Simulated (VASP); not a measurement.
A run of VASP 6.6.1 is set up as follows.

File INCAR:

```
SYSTEM = TiC
PREC = Accurate ; ENCUT = 520
EDIFF = 1E-6 ; ISMEAR = 0
SIGMA = 0.2 ; LREAL = .False.
LASPH = .True. ; NELM = 100
ALGO = Normal ; ISIF = 2
LWAVE = .False. ; LCHARG = .False.
GGA = PE ; NBANDS = 24
```

Contents of KPOINTS:

```
Automatic mesh
0
Gamma
  12 12 12
  0 0 0
```

File POSCAR:

```
TiC
1.0
   -2.1667335865     -0.0000113047     -2.1667780678
   -2.1665791418     -2.1666328709     -0.0001663586
   -4.3329994793      2.1666383669      2.1663191803
Ti C
2 2
Direct
    0.2500243725      0.2499874229      0.2499981381
    0.7500029697      0.7499908976      0.7500122736
    0.4999908527      0.5000085601      0.4999919445
    0.9999818050      1.0000131194     -0.0000023561
```

Potentials or basis: VASP PAW PBE potentials, release 64 (Ti_sv, C).

Command:

```bash
$ cat potpaw_PBE.64/Ti_sv/POTCAR potpaw_PBE.64/C/POTCAR > POTCAR
$ mpirun -np 1 vasp_std > vasp.out
```

Q: Estimate the band gap on the k mesh.

A: Zero (band 16 reaches 10.09 eV, above the bottom of band 17 at 8.99 eV).

Q: Predict the pressure.

A: 0.1 GPa.
